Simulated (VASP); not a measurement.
# Ba2BiSb2 (Immm) in VASP: electric field gradients with PBE

Aim: the electric field gradients of Ba2BiSb2 with PBE.

All numbers are computed with VASP 6.6.1; they aren't measurements. Logs are shortened: lines on timing, memory, paths and dates and some standing lists are left out, and cuts for length are marked.

**1. The cell of the first run**

Symmetry: Immm, No. 71, orthorhombic system. The conventional cell has a = 4.803 Å, b = 7.688 Å, c = 9.900 Å, α = 90.00°, β = 90.00°, γ = 90.00°. Ba (site symmetry mm2) has 6 Sb at 3.59 to 3.60 Å and 4 Bi at 3.67 to 4.42 Å and 5 Ba at 4.36 to 4.57 Å within 4.7 Å. Sb (site symmetry m2m) has 1 Sb at 3.10 Å and 2 Bi at 3.32 Å and 6 Ba at 3.59 to 3.60 Å within 4.1 Å. Within 4.4 Å of Bi (site symmetry mmm) lie 4 Sb at 3.32 Å and 4 Ba at 3.67 Å.

**2. Electric field gradients, PBE**

INCAR reads:

```
SYSTEM = Ba2BiSb2
ALGO = Normal ; EDIFF = 1E-8
ENCUT = 520 ; GGA = PE
ISIF = 2 ; ISMEAR = -1
ISYM = 0 ; LASPH = .TRUE.
LCHARG = .FALSE. ; LEFG = .TRUE.
LREAL = .FALSE. ; LWAVE = .FALSE.
NBANDS = 30 ; NELM = 100
PREC = Accurate ; SIGMA = 0.08
```

KPOINTS reads:

```
k-points
0
G
  5 7 7
  0 0 0
```

POSCAR reads:

```
Ba2BiSb2
1.0
   -2.4013000000      3.8439000000      4.9500000000
    2.4013000000     -3.8439000000      4.9500000000
    2.4013000000      3.8439000000     -4.9500000000
Ba Sb Bi
2 2 1
Direct
    0.7202100000      0.2202100000      0.5000000000
    0.2797900000      0.7797900000      0.5000000000
    0.7016000000      0.5000000000      0.2016000000
    0.2984000000      0.5000000000      0.7984000000
    0.0000000000      0.0000000000      0.0000000000
```

Potentials or basis: VASP PAW PBE potentials, release 64 (Ba_sv, Sb, Bi_d).

Command:

```sh
$ cat potpaw_PBE.64/Ba_sv/POTCAR potpaw_PBE.64/Sb/POTCAR potpaw_PBE.64/Bi_d/POTCAR > POTCAR
$ mpirun -np 1 vasp_std > vasp.out
```

OUTCAR:

```text
SYSTEM = Ba2BiSb2
   EDIFF = 1E-8
   ENCUT = 520
   GGA = PE
   ISIF = 2
   ISMEAR = -1
   ISYM = 0
   LASPH = .TRUE.
   LREAL = .FALSE.
   NELM = 100
   PREC = Accurate

 ion  position               nearest neighbor table
   1  0.720  0.220  0.500-   4 3.59   4 3.59   3 3.59   3 3.59   3 3.60   4 3.60   5 3.67   5 3.67
                             2 4.36   2 4.57   2 4.57   2 4.57   2 4.57
   2  0.280  0.780  0.500-   3 3.59   4 3.59   3 3.59   4 3.59   4 3.60   3 3.60   5 3.67   5 3.67
                             1 4.36   1 4.57   1 4.57   1 4.57   1 4.57
   3  0.702  0.500  0.202-   4 3.10   5 3.32   5 3.32   2 3.59   1 3.59   2 3.59   1 3.59   1 3.60
                             2 3.60
   4  0.298  0.500  0.798-   3 3.10   5 3.32   5 3.32   1 3.59   1 3.59   2 3.59   2 3.59   2 3.60
                             1 3.60
   5  0.000  0.000  0.000-   4 3.32   3 3.32   4 3.32   3 3.32   2 3.67   1 3.67   1 3.67   2 3.67

IMPORTANT INFORMATION: All symmetrisations will be switched off!
NOSYMM: (Re-)initialisation of all symmetry stuff for point group C_1.

----------------------------------------------------------------------------------------

                                     Primitive cell

  volume of cell :     182.7611

  direct lattice vectors                    reciprocal lattice vectors
    -2.401300000  3.843900000  4.950000000     0.000000000  0.130076225  0.101010101
     2.401300000 -3.843900000  4.950000000     0.208220547  0.000000000  0.101010101
     2.401300000  3.843900000 -4.950000000     0.208220547  0.130076225  0.000000000

  length of vectors
     6.711505710  6.711505710  6.711505710     0.164690208  0.231427822  0.245510938

  position of ions in fractional coordinates (direct lattice)
     0.720210000  0.220210000  0.500000000
     0.279790000  0.779790000  0.500000000
     0.701600000  0.500000000  0.201600000
     0.298400000  0.500000000  0.798400000
     0.000000000  0.000000000  0.000000000

  ion indices of the primitive-cell ions
   primitive index   ion index
                 1           1
                 2           2
                 3           3
                 4           4
                 5           5

----------------------------------------------------------------------------------------

 KPOINTS: k-points

Automatic generation of k-mesh.
 Grid dimensions read from file:
 generate k-points for:    5    7    7

 Generating k-lattice:

  Cartesian coordinates                     Fractional coordinates (reciprocal lattice)
     0.000000000  0.026015245  0.020202020     0.200000000  0.000000000  0.000000000
     0.029745792  0.000000000  0.014430014    -0.000000000  0.142857143  0.000000000
     0.029745792  0.018582318  0.000000000    -0.000000000  0.000000000  0.142857143

  Length of vectors
     0.032938042  0.033061117  0.035072991

  Shift w.r.t. Gamma in fractional coordinates (k-lattice)
     0.000000000  0.000000000  0.000000000

 -----------------------------------------------------------------------------
|                                                                             |
|           W    W    AA    RRRRR   N    N  II  N    N   GGGG   !!!           |
|           W    W   A  A   R    R  NN   N  II  NN   N  G    G  !!!           |
|           W    W  A    A  R    R  N N  N  II  N N  N  G       !!!           |
|           W WW W  AAAAAA  RRRRR   N  N N  II  N  N N  G  GGG   !            |
|           WW  WW  A    A  R   R   N   NN  II  N   NN  G    G                |
|           W    W  A    A  R    R  N    N  II  N    N   GGGG   !!!           |
|                                                                             |
|     Your reciprocal lattice and k-lattice belong to different lattice       |
|     classes:                                                                |
|                                                                             |
|        The reciprocal lattice is face-centered orthorhombic,                |
|        whereas your k-lattice is triclinic.                                 |
|                                                                             |
|     Results are often still useful ...                                      |
|                                                                             |
 -----------------------------------------------------------------------------

 WARNING: IBZKPT: internal override: KBLOWUP is changed to .FALSE.
[... 50 lines left out ...]
   ENCUT  =  520.0 eV  38.22 Ry    6.18 a.u.  12.48 12.48 12.48*2*pi/ulx,y,z
   NELM   =    100;   NELMIN=  2; NELMDL= -5     # of ELM steps
   EDIFF  = 0.1E-07   stopping-criterion for ELM
   LREAL  =      F    real-space projection
   EDIFFG = 0.1E-06   stopping-criterion for IOM
   NSW    =      0    number of steps for IOM
   IBRION =     -1    ionic relax: 0-MD 1-quasi-New 2-CG
   NFREE  =      0    steps in history (QN), initial steepest desc. (CG)
   ISIF   =      2    stress and relaxation
   ISYM   =      0    0-nonsym 1-usesym 2-fastsym
   POTIM  = 0.5000    time-step for ionic-motion
   TEBEG  =    0.0;   TEEND  =   0.0 temperature during run
   PSTRESS=    0.0 pullay stress
   NELECT =      45.0000    total number of electrons
   NUPDOWN=      -1.0000    fix difference up-down
   EMIN   =  10.00;   EMAX   =-10.00  energy-range for DOS
   EFERMI =   0.00;   METHOD = LEGACY
   ISMEAR =    -1;   SIGMA  =   0.08  broadening in eV -4-tet -1-fermi 0-gaus
   EFERMI_NEDOS =   21; number of points for ismear=-14 and -15
   IALGO  =     38    algorithm
   IMIX   =      4    mixing-type and parameters
     AMIX     =   0.40;   BMIX     =  1.00
     AMIX_MAG =   1.60;   BMIX_MAG =  1.00
  volume/ion in A,a.u.               =      36.55       246.67
  Fermi-wavevector in a.u.,A,eV,Ry     =   1.026088  1.939024 14.324972  1.052856
  Thomas-Fermi vector in A             =   2.159962
   LORBIT       =      0    0 simple, 1 ext, 2 COOP (PROOUT), +10 PAW based schemes
   GGA     = PE    functional components
   LHFCALC =     F    Hartree Fock is set to
   AEXX    =    0.0000 exact exchange contribution
   IVDW    =     0    specifies the selected vdW correction
   LEPSILON=     F    determine dielectric tensor
   LRPA    =     F    only Hartree local field effects (RPA)
 non-spin polarized calculation
  energy-cutoff  :      520.00
  volume of cell :      182.76
 maximum number of plane-waves:      4946
 NGX is ok and might be reduce to    50
   NGX = 25   NGY = 25   NGZ = 25

 number of electron      44.9999995 magnetization

 Free energy of the ion-electron system (eV)
  ---------------------------------------------------
  ext. energy  EPLUGINS =         0.00000000
  ---------------------------------------------------
  free energy    TOTEN  =       -20.14556201 eV

  energy without entropy =      -20.09947170  energy(sigma->0) =      -20.12251686

 E-fermi :   4.7235     XC(G=0):  -9.0889

 val. band max:        4.7233994777   @ k =  -0.0000   0.1429   0.1429
 cond. band min:       4.7286841079   @ k =   0.4000   0.2857   0.4286
 fundamental gap:      0.0052846301
 Fermi energy:         4.7235066878

 k-point     1 :       0.0000    0.0000    0.0000
  band No.  band energies     occupation
      1     -23.2121      2.00000
      2     -23.1780      2.00000
      3     -17.8788      2.00000
      4     -17.8751      2.00000
      5     -17.7394      2.00000
      6     -17.7361      2.00000
[... 781 lines left out ...]
     29       8.3197      0.00000
     30       8.5033      0.00000

 [... further k-points ...]
[... 5 lines left out ...]
  --------------------------------------------------------------------------------------
  -------------------------------------------------------------------------------------
  Total        1.2331010      0.6383754      2.3833581     -0.0027958     -0.0004035     -0.0039692
  in kB       10.8099965      5.5963263     20.8937405     -0.0245097     -0.0035369     -0.0347963
  external PRESSURE =      12.4333545 kB  Pullay stress =       0.0000000 kB

 VOLUME and BASIS-vectors are now :
 -----------------------------------------------------------------------------
  energy-cutoff  :      520.00
  volume of cell :      182.76
      direct lattice vectors                 reciprocal lattice vectors
    -2.401300000  3.843900000  4.950000000     0.000000000  0.130076225  0.101010101
     2.401300000 -3.843900000  4.950000000     0.208220547  0.000000000  0.101010101
     2.401300000  3.843900000 -4.950000000     0.208220547  0.130076225  0.000000000

 POSITION                                       TOTAL-FORCE (eV/Angst)
 -----------------------------------------------------------------------------------
      0.00000      3.84390      2.18008         0.000865     -0.000961     -0.032074
      2.40130     -0.00000      2.76992        -0.000865      0.000961      0.032074
      0.00000      1.54986      4.95000        -0.004270      0.064264     -0.001225
      2.40130      2.29404      0.00000         0.004270     -0.064264      0.001225
      0.00000      0.00000      0.00000        -0.000000     -0.000000      0.000000
 -----------------------------------------------------------------------------------
    total drift:                                0.000000      0.000000     -0.000000

  FREE ENERGIE OF THE ION-ELECTRON SYSTEM (eV)
  ---------------------------------------------------
  free  energy   TOTEN  =       -20.1455620136 eV

  energy  without entropy=      -20.0994717001  energy(sigma->0) =      -20.12251686

 Electric field gradients (V/A^2)
---------------------------------------------------------------------
 ion       V_xx      V_yy      V_zz      V_xy      V_xz      V_yz
---------------------------------------------------------------------
   1     -12.200    25.500   -13.300    -0.032     0.126    -0.009
   2     -12.200    25.500   -13.300    -0.032     0.126    -0.010
   3       1.098   305.389  -306.487    -0.900    -0.052    -0.151
   4       1.098   305.389  -306.487    -0.900    -0.052    -0.151
   5     360.609   688.613 -1049.222     2.218    -0.587    -1.373
---------------------------------------------------------------------

 Electric field gradients after diagonalization (V/A^2)
 (convention: |V_zz| > |V_xx| > |V_yy|)
----------------------------------------------------------------------
 ion       V_xx      V_yy      V_zz     asymmetry (V_yy - V_xx)/ V_zz
----------------------------------------------------------------------
   1     -13.314   -12.186    25.500       0.044
   2     -13.314   -12.186    25.500       0.044
   3     305.392     1.095  -306.487       0.993
   4     305.392     1.095  -306.487       0.993
   5     688.629   360.594 -1049.223       0.313
----------------------------------------------------------------------

           NMR quadrupolar parameters

 Cq : quadrupolar parameter    Cq=e*Q*V_zz/h
 eta: asymmetry parameters     (V_yy - V_xx)/ V_zz
 Q  : nuclear electric quadrupole moment in mb (millibarn)
----------------------------------------------------------------------
 ion       Cq(MHz)       eta       Q (mb)
----------------------------------------------------------------------
   1       0.062       0.044       1.000
   2       0.062       0.044       1.000
   3      -0.741       0.993       1.000
   4      -0.741       0.993       1.000
   5      -2.537       0.313       1.000
----------------------------------------------------------------------
```

Run time: 9.3 min. Hardware: 1 thread of Intel Xeon 6975P-C (Granite Rapids), shared host; peak memory 0.83 GiB.

Results:

| Quantity | Value |
| --- | --- |
| Free energy | -20.1456 eV |
| Pressure | 1.2 GPa |
| Largest force | 0.064 eV/Å |

Forces on the atoms (eV/Å):
```
Ba   0.001 -0.001 -0.032
Ba  -0.001  0.001  0.032
Sb  -0.004  0.064 -0.001
Sb   0.004 -0.064  0.001
Bi   0.000  0.000  0.000
```

Stress tensor (GPa, compression positive):
```
1.08 0.00 0.00
0.00 0.56 0.00
0.00 0.00 2.09
```

Electric field gradients, principal values (V/Å²):
```tsv
atom	least	middle	greatest (by size)
1 Ba	-12.186	-13.314	25.500
2 Ba	-12.186	-13.314	25.500
3 Sb	1.095	305.392	-306.487
4 Sb	1.095	305.392	-306.487
5 Bi	360.594	688.629	-1049.223
```

Caveat: without QUAD_EFG the Cq values of the log hold for a quadrupole moment of 1 mb, not for the nuclei; spin-orbit coupling is left out, which moves the levels of the heavy elements.
